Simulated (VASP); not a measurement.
Input of a VASP 6.6.1 run:

Contents of INCAR:

```
ALGO = Normal ; EDIFF = 1E-6
EDIFFG = -0.02 ; ENCUT = 600
GGA = PS ; IBRION = 2
ISIF = 8 ; ISMEAR = 1
ISPIN = 2 ; LASPH = T
LCHARG = F ; LMAXMIX = 4
LORBIT = 11 ; LREAL = F
LWAVE = F ; MAGMOM = 1.5
NELM = 150 ; NSW = 80
PREC = Accurate ; SIGMA = 0.05
```

File KPOINTS:

```
k-points
0
Gamma
  12 12 12
```

POSCAR

```
Ni
1.0
    0.0000000000      1.7619350000      1.7619350000
    1.7619350000      0.0000000000      1.7619350000
    1.7619350000      1.7619350000      0.0000000000
Ni
1
Direct
    0.0000000000      0.0000000000      0.0000000000
```

Potentials or basis: VASP PAW PBE potentials, release 64 (Ni).

The run is started by

```console
$ cat potpaw_PBE.64/Ni/POTCAR > POTCAR
$ mpirun -np 1 vasp_std > vasp.out
```

Problem. Estimate the site moments.

Solution. Ni +0.70 μB.

Problem. Estimate the net moment.

Solution. 0.69 μB per cell.

Step by step:
| step | energy change (eV) | largest force (eV/Å) | pressure (GPa) | volume (Å³) |
| --- | --- | --- | --- | --- |
| 1 | 0.0000 | 0.0000 | -10.21 | 10.94 |
| 2 | 0.0013 | 0.0000 | 12.36 | 9.87 |
| 3 | -0.0179 | 0.0000 | -4.54 | 10.40 |
| 4 | -0.0166 | 0.0000 | 3.30 | 10.25 |
| 5 | -0.0176 | 0.0000 | 1.99 | 10.31 |
| 6 | -0.0180 | 0.0000 | 0.92 | 10.36 |
| 7 | -0.0181 | 0.0000 | 0.47 | 10.38 |
| 8 | -0.0181 | 0.0000 | -0.47 | 10.42 |
| 9 | -0.0181 | 0.0000 | 0.01 | 10.40 |

Caveat: the PAW data sets were made with another functional, which shifts forces and pressure a little.
